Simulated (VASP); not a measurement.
Crystal: Ca.

```xyz
1
Lattice="3.4887 0.0000 0.0000 0.0000 3.4887 0.0000 0.0000 0.0000 3.4887" Properties=species:S:1:pos:R:3 pbc="T T T"
Ca    0.0000    0.0000    0.0000
```

This isn't the form of Ca at room conditions, which is fcc.

Base run:

* Program: VASP 6.6.1
* Functional: PBE
* Potentials or basis: VASP PAW PBE potentials, release 64 (Ca_sv)
* Cutoff: 500 eV
* k mesh: 8 × 8 × 8
* Occupations: gaussian, width 0.1 eV
* Spin: no spin polarisation

Its results: band gap on the k mesh zero (bands 5 and 6 overlap by 1.17 eV); pressure 0.4 GPa.

After a change of settings the same cell gave: band gap on the k mesh zero (bands 5 and 6 overlap by 1.19 eV); pressure 1.4 GPa. Which change was it?
A. cutoff from 500 eV to 520 eV; further incar settings from ALGO = Normal; EDIFF = 1e-06; NBANDS = 11 to ALGO = Fast; EDIFF = 1e-07; NBANDS = 11
B. k mesh from 8 × 8 × 8 to 5 × 5 × 5; occupations from gaussian, width 0.1 eV to gaussian, width 0.0071 eV
C. cutoff from 500 eV to 520 eV; k mesh from 8 × 8 × 8 to 2 × 2 × 2
D. k mesh from 8 × 8 × 8 to 6 × 6 × 6

C.

Caveats: some runs use coarse meshes.
